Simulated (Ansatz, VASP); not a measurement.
## Two plane-wave programs on S

File INCAR:

```
SYSTEM = S
PREC = Accurate ; ENCUT = 520
EDIFF = 1E-6 ; ISMEAR = 0
SIGMA = 0.15 ; LREAL = .FALSE.
LASPH = .TRUE. ; NELM = 60
ALGO = Normal ; ISIF = 2
LWAVE = .FALSE. ; LCHARG = .FALSE.
NBANDS = 9
```

Contents of KPOINTS:

```
Automatic mesh
0
G
  20 20 20
  0 0 0
```

The input POSCAR:

```
S
1.0
    0.0000000000      1.9345198337      1.9644350888
    1.9345198337      0.0000000000      1.9644350888
    1.9345198337      1.9345198337      0.0000000000
S
1
Direct
    0.0000000000      0.0000000000      0.0000000000
```

Input for Ansatz:

```yaml
crystal:
  lattice:
    - [0.0, 1.9345198337, 1.9644350888]
    - [1.9345198337, 0.0, 1.9644350888]
    - [1.9345198337, 1.9345198337, 0.0]
  atoms:
    - { symbol: S, position: [0.0, 0.0, 0.0] }
basis:
  ecutwfc: 420
kpoints:
  mp_grid: { grid: [20, 20, 20] }
hamiltonian:
  xc: lda
scf:
  occupations: { method: gaussian, width: 0.15 }
output:
  forces: true
  stress: true
  eigenvalues: true
```

Change from the starting cell: strain -0.030 along x and y, -0.015 along z, atoms carried along.

Alike in both runs: task single point; functional LDA; k mesh 20 × 20 × 20; occupations gaussian, width 0.15 eV; no spin polarisation.

|  | VASP | Ansatz |
| --- | --- | --- |
| version | VASP 6.6.1 | Ansatz 0.2.0 |
| potentials or method | VASP PAW LDA potentials, release 64 (S), cutoff 520 eV | scalar-relativistic, plane waves, PAW |
| valence electrons in the cell | 6 | 6 |

|  | VASP | Ansatz | Ansatz less VASP |
| --- | --- | --- | --- |
| gap on the k mesh at the Fermi level (eV) | none | none | - |
| pressure (GPa) | 0.0 | 0.1 | +0.06 |
| traceless stress, the component that is largest in VASP (GPa) | 0.99 | 0.99 | +0.008 |

LDA's correlation is that of Perdew and Zunger in VASP and of Perdew and Wang (1992) in Ansatz. A gap of «none» marks a metal or a gap that the smearing closes.
